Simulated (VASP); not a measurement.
# Pd (Pm-3m) in VASP: notebook

Runs on Pd. Level: PBEsol. Tasks: single point.

Everything below comes from runs of VASP 6.6.1. Logs are shortened: lines on timing, memory, paths and dates and some standing lists are left out, and cuts for length are marked.

## 1. The cell of the first run

Symmetry: Pm-3m, No. 221, cubic system. Conventional cell: a = 2.460 Å, b = 2.460 Å, c = 2.460 Å, α = 90.00°, β = 90.00°, γ = 90.00°. Within 3.2 Å of Pd (site symmetry m-3m) lie 6 Pd at 2.46 Å.

## 2. Single point, PBEsol (volume scaled by 0.88)

Contents of INCAR:

```
PREC     = Accurate       # precision mode
ENCUT    = 520            # plane-wave cutoff, eV
EDIFF    = 1E-6           # SCF threshold, eV
ISMEAR   = -1             # smearing method
SIGMA    = 0.1            # smearing width, eV
LREAL    = False          # projectors in reciprocal space
LASPH    = True           # aspherical terms in the spheres
NELM     = 60             # most SCF steps
ALGO     = Normal         # electronic algorithm
ISIF     = 2              # what is computed and relaxed
LWAVE    = False          # write WAVECAR
LCHARG   = False          # write CHGCAR
GGA      = PS             # functional
NBANDS   = 11             # bands
```

Contents of KPOINTS:

```
Automatic mesh
0
Gamma
  14 14 14
```

Contents of POSCAR:

```
Pd
1.0
    2.4595584241      0.0000000000      0.0000000000
    0.0000000000      2.4595584241      0.0000000000
    0.0000000000      0.0000000000      2.4595584241
Pd
1
Direct
    0.0000000000      0.0000000000      0.0000000000
```

Potentials or basis: VASP PAW PBE potentials, release 64 (Pd).

Run with:

```
cat potpaw_PBE.64/Pd/POTCAR > POTCAR
mpirun -np 1 vasp_std > vasp.out
```

OUTCAR:

```text
PREC = Accurate
   ENCUT = 520
   EDIFF = 1E-6
   ISMEAR = -1
   LREAL = False
   LASPH = True
   NELM = 60
   ISIF = 2
   GGA = PS

 ion  position               nearest neighbor table
   1  0.000  0.000  0.000-

  LATTYP: Found a simple cubic cell.
 ALAT       =     2.4595584241

  Lattice vectors:

 A1 = (   2.4595584241,   0.0000000000,   0.0000000000)
 A2 = (   0.0000000000,   2.4595584241,   0.0000000000)
 A3 = (   0.0000000000,   0.0000000000,   2.4595584241)

Analysis of symmetry for initial positions (statically):
=====================================================================
 Subroutine PRICEL returns:
 Original cell was already a primitive cell.

 Routine SETGRP: Setting up the symmetry group for a
 simple cubic supercell.

 Subroutine GETGRP returns: Found 48 space group operations
 (whereof 48 operations were pure point group operations)
 out of a pool of 48 trial point group operations.

The static configuration has the point symmetry O_h .

Analysis of symmetry for dynamics (positions and initial velocities):
=====================================================================
 Subroutine PRICEL returns:
 Original cell was already a primitive cell.

 Routine SETGRP: Setting up the symmetry group for a
 simple cubic supercell.

 Subroutine GETGRP returns: Found 48 space group operations
 (whereof 48 operations were pure point group operations)
 out of a pool of 48 trial point group operations.

The dynamic configuration has the point symmetry O_h .

 Subroutine INISYM returns: Found 48 space group operations
 (whereof 48 operations are pure point group operations),
 and found     1 'primitive' translations

----------------------------------------------------------------------------------------

                                     Primitive cell

  volume of cell :      14.8789

  direct lattice vectors                    reciprocal lattice vectors
     2.459558424  0.000000000  0.000000000     0.406577047  0.000000000  0.000000000
     0.000000000  2.459558424  0.000000000     0.000000000  0.406577047  0.000000000
     0.000000000  0.000000000  2.459558424     0.000000000  0.000000000  0.406577047

  length of vectors
     2.459558424  2.459558424  2.459558424     0.406577047  0.406577047  0.406577047

  position of ions in fractional coordinates (direct lattice)
     0.000000000  0.000000000  0.000000000

  ion indices of the primitive-cell ions
   primitive index   ion index
                 1           1

----------------------------------------------------------------------------------------

 KPOINTS: Automatic mesh

Automatic generation of k-mesh.
 Grid dimensions read from file:
 generate k-points for:   14   14   14

 Generating k-lattice:

  Cartesian coordinates                     Fractional coordinates (reciprocal lattice)
     0.029041218  0.000000000  0.000000000     0.071428571  0.000000000  0.000000000
     0.000000000  0.029041218  0.000000000     0.000000000  0.071428571  0.000000000
     0.000000000  0.000000000  0.029041218     0.000000000  0.000000000  0.071428571

  Length of vectors
     0.029041218  0.029041218  0.029041218

  Shift w.r.t. Gamma in fractional coordinates (k-lattice)
     0.000000000  0.000000000  0.000000000

 Subroutine IBZKPT returns following result:
 ===========================================

 Found    120 irreducible k-points:

 Following reciprocal coordinates:
            Coordinates               Weight
  0.000000  0.000000  0.000000      1.000000
  0.071429  0.000000  0.000000      6.000000
  0.142857  0.000000  0.000000      6.000000
  0.214286  0.000000  0.000000      6.000000
  0.285714  0.000000  0.000000      6.000000
  0.357143  0.000000  0.000000      6.000000
[... 16 lines left out ...]
  0.285714  0.214286  0.000000     24.000000
  0.357143  0.214286  0.000000     24.000000
 [... further k-points ...]
   k-points           NKPTS =    120   k-points in BZ     NKDIM =    120   number of bands    NBANDS=     11
   number of dos      NEDOS =    301   number of ions     NIONS =      1
   total plane-waves  NPLWV =   5832
   dimension x,y,z NGX =    18 NGY =   18 NGZ =   18
   dimension x,y,z NGXF=    36 NGYF=   36 NGZF=   36
   ions per type =               1
   NGX,Y,Z   is equivalent  to a cutoff of  12.17, 12.17, 12.17 a.u.
   NGXF,Y,Z  is equivalent  to a cutoff of  24.33, 24.33, 24.33 a.u.
 SYSTEM =  unknown system
   PREC   = accura    normal or accurate (medium, high low for compatibility)
   ISTART =      0    job   : 0-new  1-cont  2-samecut
   ICHARG =      2    charge: 1-file 2-atom 10-const
   ISPIN  =      1    spin polarized calculation?
   LNONCOLLINEAR =      F non collinear calculations
   LSORBIT =      F    spin-orbit coupling
   LASPH  =      T    aspherical Exc in radial PAW
   ENCUT  =  520.0 eV  38.22 Ry    6.18 a.u.   4.57  4.57  4.57*2*pi/ulx,y,z
   NELM   =     60;   NELMIN=  2; NELMDL= -5     # of ELM steps
   EDIFF  = 0.1E-05   stopping-criterion for ELM
   LREAL  =      F    real-space projection
   EDIFFG = 0.1E-04   stopping-criterion for IOM
   NSW    =      0    number of steps for IOM
   IBRION =     -1    ionic relax: 0-MD 1-quasi-New 2-CG
   NFREE  =      0    steps in history (QN), initial steepest desc. (CG)
   ISIF   =      2    stress and relaxation
   ISYM   =      2    0-nonsym 1-usesym 2-fastsym
   POTIM  = 0.5000    time-step for ionic-motion
   TEBEG  =    0.0;   TEEND  =   0.0 temperature during run
   PSTRESS=    0.0 pullay stress
   NELECT =      10.0000    total number of electrons
   NUPDOWN=      -1.0000    fix difference up-down
   EMIN   =  10.00;   EMAX   =-10.00  energy-range for DOS
   EFERMI =   0.00;   METHOD = LEGACY
   ISMEAR =    -1;   SIGMA  =   0.10  broadening in eV -4-tet -1-fermi 0-gaus
   EFERMI_NEDOS =   21; number of points for ismear=-14 and -15
   IALGO  =     38    algorithm
   IMIX   =      4    mixing-type and parameters
     AMIX     =   0.40;   BMIX     =  1.00
     AMIX_MAG =   1.60;   BMIX_MAG =  1.00
  volume/ion in A,a.u.               =      14.88       100.41
  Fermi-wavevector in a.u.,A,eV,Ry     =   1.434006  2.709879 27.978663  2.056374
  Thomas-Fermi vector in A             =   2.553462
   LORBIT       =      0    0 simple, 1 ext, 2 COOP (PROOUT), +10 PAW based schemes
   GGA     = PS    functional components
   LHFCALC =     F    Hartree Fock is set to
   AEXX    =    0.0000 exact exchange contribution
   IVDW    =     0    specifies the selected vdW correction
   LEPSILON=     F    determine dielectric tensor
   LRPA    =     F    only Hartree local field effects (RPA)
 non-spin polarized calculation
  energy-cutoff  :      520.00
  volume of cell :       14.88
 maximum number of plane-waves:       432
   NGX =  9   NGY =  9   NGZ =  9

 number of electron      10.0000008 magnetization

 Free energy of the ion-electron system (eV)
  ---------------------------------------------------
  ext. energy  EPLUGINS =         0.00000000
  ---------------------------------------------------
  free energy    TOTEN  =        -5.24483824 eV

  energy without entropy =       -5.20176435  energy(sigma->0) =       -5.22330130

 E-fermi :   9.8026     XC(G=0): -13.1990

 val. band max:        9.7908224470   @ k =   0.1429   0.0714   0.0000
 cond. band min:       9.8098269163   @ k =   0.3571   0.0714   0.0714
 fundamental gap:      0.0190044693
 Fermi energy:         9.8025930070

 k-point     1 :       0.0000    0.0000    0.0000
  band No.  band energies     occupation
      1       2.4774      2.00000
      2       3.9360      2.00000
      3       3.9360      2.00000
      4       9.8704      0.67321
      5       9.8704      0.67321
      6       9.8704      0.67321
      7      27.4687      0.00000
      8      27.4687      0.00000
      9      27.4687      0.00000
     10      34.7356      0.00000
     11      34.8941      0.00000

 k-point     2 :       0.0714    0.0000    0.0000
  band No.  band energies     occupation
      1       2.6295      2.00000
      2       3.9649      2.00000
      3       4.0744      2.00000
      4       9.7476      1.26833
      5       9.7476      1.26833
      6       9.8801      0.63083
      7      26.3713      0.00000
      8      27.7338      0.00000
      9      27.7338      0.00000
     10      34.3007      0.00000
     11      34.7795      0.00000

 k-point     3 :       0.1429    0.0000    0.0000
  band No.  band energies     occupation
      1       3.0262      2.00000
      2       4.0468      2.00000
      3       4.5232      2.00000
      4       9.4171      1.95854
      5       9.4171      1.95854
      6       9.9073      0.51955
      7      24.1843      0.00000
      8      28.4838      0.00000
      9      28.4838      0.00000
     10      32.9896      0.00000
     11      34.7270      0.00000

 k-point     4 :       0.2143    0.0000    0.0000
  band No.  band energies     occupation
      1       3.5253      2.00000
      2       4.1678      2.00000
      3       5.3440      2.00000
      4       8.9704      1.99951
      5       8.9704      1.99951
      6       9.9469      0.38229
      7      21.8571      0.00000
      8      29.6054      0.00000
      9      29.6054      0.00000
     10      31.5440      0.00000
     11      34.5330      0.00000
[... 239 lines left out ...]
 k-point    22 :       0.2143    0.2143    0.0000
  band No.  band energies     occupation
      1       4.2443      2.00000
      2       5.2639      2.00000
      3       5.8257      2.00000
      4       8.3814      2.00000
      5       8.9994      1.99935
      6       9.1723      1.99635
      7      22.7916      0.00000
      8      23.9696      0.00000
      9      31.7534      0.00000
     10      31.7640      0.00000
     11      35.8347      0.00000

 k-point    23 :       0.2857    0.2143    0.0000
  band No.  band energies     occupation
      1       4.5056      2.00000
      2       5.4436      2.00000
      3       6.4427      2.00000
      4       8.6285      1.99998
      5       8.6837      1.99997
      6       9.1655      1.99659
      7      20.8334      0.00000
      8      24.5912      0.00000
      9      31.1266      0.00000
     10      33.1014      0.00000
     11      35.8082      0.00000

 k-point    24 :       0.3571    0.2143    0.0000
  band No.  band energies     occupation
      1       4.7326      2.00000
      2       5.4590      2.00000
      3       6.6794      2.00000
      4       8.2613      2.00000
      5       9.2170      1.99429
      6       9.8571      0.73393
      7      18.6937      0.00000
      8      25.6415      0.00000
      9      30.3874      0.00000
     10      33.9914      0.00000
     11      34.5510      0.00000

 [... further k-points ...]
[... 5 lines left out ...]
  --------------------------------------------------------------------------------------
  -------------------------------------------------------------------------------------
  Total        2.3959370      2.3959370      2.3959370      0.0000000      0.0000000     -0.0000000
  in kB      257.9969374    257.9969374    257.9969374      0.0000000      0.0000000     -0.0000000
  external PRESSURE =     257.9969374 kB  Pullay stress =       0.0000000 kB

 VOLUME and BASIS-vectors are now :
 -----------------------------------------------------------------------------
  energy-cutoff  :      520.00
  volume of cell :       14.88
      direct lattice vectors                 reciprocal lattice vectors
     2.459558424  0.000000000  0.000000000     0.406577047  0.000000000  0.000000000
     0.000000000  2.459558424  0.000000000     0.000000000  0.406577047  0.000000000
     0.000000000  0.000000000  2.459558424     0.000000000  0.000000000  0.406577047

 POSITION                                       TOTAL-FORCE (eV/Angst)
 -----------------------------------------------------------------------------------
      0.00000      0.00000      0.00000         0.000000      0.000000      0.000000
 -----------------------------------------------------------------------------------
    total drift:                               -0.000000      0.000000      0.000000

  FREE ENERGIE OF THE ION-ELECTRON SYSTEM (eV)
  ---------------------------------------------------
  free  energy   TOTEN  =        -5.2448382396 eV

  energy  without entropy=       -5.2017643517  energy(sigma->0) =       -5.22330130
```

Run time: 11 s. Hardware: 1 thread of Intel Xeon Platinum 8488C (Sapphire Rapids), shared host; peak memory 0.13 GiB.

What came out:

```yaml
Free_energy: -5.2448 eV
Pressure: 25.8 GPa
Band_gap_on_the_k_mesh: zero (band 5 reaches 11.49 eV, above the bottom of band 6 at 9.02 eV)
```

Caveat: the PAW data sets were made with another functional, which shifts forces and pressure a little.

## 3. Single point, PBEsol (volume scaled by 0.92)

Contents of INCAR:

```
SYSTEM = Pd
  ALGO = Normal
  EDIFF = 1E-7
  ENCUT = 520
  GGA = PS
  ISIF = 2
  ISMEAR = -1
  LASPH = .True.
  LCHARG = .True.
  LELF = .True.
  LREAL = .False.
  LVHAR = .True.
  LWAVE = .False.
  NBANDS = 11
  NELM = 100
  PREC = Accurate
  SIGMA = 0.1
```

Contents of KPOINTS:

```
k-points
0
Gamma
  14 14 14
  0 0 0
```

Contents of POSCAR:

```
Pd
1.0
    2.4962736643      0.0000000000      0.0000000000
    0.0000000000      2.4962736643      0.0000000000
    0.0000000000      0.0000000000      2.4962736643
Pd
1
Direct
    0.0000000000      0.0000000000      0.0000000000
```

Potentials or basis: VASP PAW PBE potentials, release 64 (Pd).

Run with:

```
cat potpaw_PBE.64/Pd/POTCAR > POTCAR
mpirun -np 1 vasp_std > vasp.out
```

Wall time 15 s (1 thread of Intel Xeon Platinum 8488C (Sapphire Rapids), shared host); peak memory 0.14 GiB.

It converged, with:

* Free energy: -5.3299 eV
* Pressure: 14.8 GPa
* Band gap on the k mesh: zero (band 5 reaches 10.62 eV, above the bottom of band 6 at 8.32 eV)

Levels at points of the mesh, in eV from the Fermi level:
| k point | band 1 | band 2 | band 3 | band 4 | band 5 | band 6 | band 7 | band 8 | band 9 | band 10 |
| --- | --- | --- | --- | --- | --- | --- | --- | --- | --- | --- |
| (0.00, 0.00, 0.00) | -6.99 | -5.50 | -5.50 | 0.05 | 0.05 | 0.05 | 17.35 | 17.35 | 17.35 | 24.48 |
| (0.50, 0.00, 0.00) | -4.92 | -4.67 | -1.89 | -1.89 | -0.09 | 0.23 | 5.59 | 18.53 | 22.09 | 23.94 |
| (0.50, 0.50, 0.00) | -5.82 | -4.10 | -1.52 | -1.52 | 1.44 | 5.65 | 5.65 | 13.15 | 13.20 | 24.32 |
| (0.50, 0.50, 0.50) | -4.76 | -4.76 | -4.76 | 1.56 | 1.56 | 10.80 | 12.10 | 12.10 | 12.10 | 19.13 |

Caveat: the PAW data sets were made with another functional, which shifts forces and pressure a little.

## 4. Single point, PBEsol (volume scaled by 0.96)

Contents of INCAR:

```
SYSTEM = Pd
PREC     = Accurate       ! precision mode
ENCUT    = 520            ! plane-wave cutoff, eV
EDIFF    = 1E-6           ! SCF threshold, eV
ISMEAR   = -1             ! smearing method
SIGMA    = 0.1            ! smearing width, eV
LREAL    = .False.        ! projectors in reciprocal space
LASPH    = .True.         ! aspherical terms in the spheres
NELM     = 60             ! most SCF steps
ALGO     = Normal         ! electronic algorithm
ISIF     = 2              ! what is computed and relaxed
LWAVE    = .False.        ! write WAVECAR
LCHARG   = .False.        ! write CHGCAR
GGA      = PS             ! functional
NBANDS   = 11             ! bands
```

Contents of KPOINTS:

```
Automatic mesh
0
Gamma
  14 14 14
  0 0 0
```

Contents of POSCAR:

```
Pd
1.0
    2.5319395352      0.0000000000      0.0000000000
    0.0000000000      2.5319395352      0.0000000000
    0.0000000000      0.0000000000      2.5319395352
Pd
1
Direct
    0.0000000000      0.0000000000      0.0000000000
```

Run with:

```
cat potpaw_PBE.64/Pd/POTCAR > POTCAR
mpirun -np 1 vasp_std > vasp.out
```

Wall time 11 s (1 thread of Intel Xeon Platinum 8488C (Sapphire Rapids), shared host); peak memory 0.14 GiB.

Results (log left out):

```
Free energy            : -5.3740 eV
Pressure               : 6.3 GPa
Band gap on the k mesh : zero (band 5 reaches 9.82 eV, above the bottom of band 6 at 7.69 eV)
```

Levels at points of the mesh, in eV from the Fermi level:
```tsv
k point	band 2	band 3	band 4	band 5	band 6	band 7	band 8	band 9
(0.00, 0.00, 0.00)	-5.17	-5.17	0.04	0.04	0.04	17.04	17.04	17.04
(0.50, 0.00, 0.00)	-4.42	-1.77	-1.77	0.05	0.21	5.32	18.45	21.76
(0.50, 0.50, 0.00)	-3.87	-1.42	-1.42	1.33	5.58	5.58	12.59	12.85
(0.50, 0.50, 0.50)	-4.45	-4.45	1.44	1.44	10.88	11.75	11.75	11.75
```

Caveat: the PAW data sets were made with another functional, which shifts forces and pressure a little.

## 5. Summary

```tsv
cell	gap on the mesh (eV)	pressure (GPa)
a = 2.460 Å, 1 atom	none	25.8
a = 2.496 Å, 1 atom	none	14.8
a = 2.532 Å, 1 atom	none	6.3
```

Alike in all rows: task single point; level PBEsol; potentials or basis VASP PAW PBE potentials, release 64 (Pd); no spin polarisation; k mesh 14 × 14 × 14; cutoff (eV) 520; smearing fermi-dirac 0.1 eV.

Caveats: the PAW data sets were made with another functional, which shifts forces and pressure a little.

Absolute energies hang on the potentials; compare differences alone.
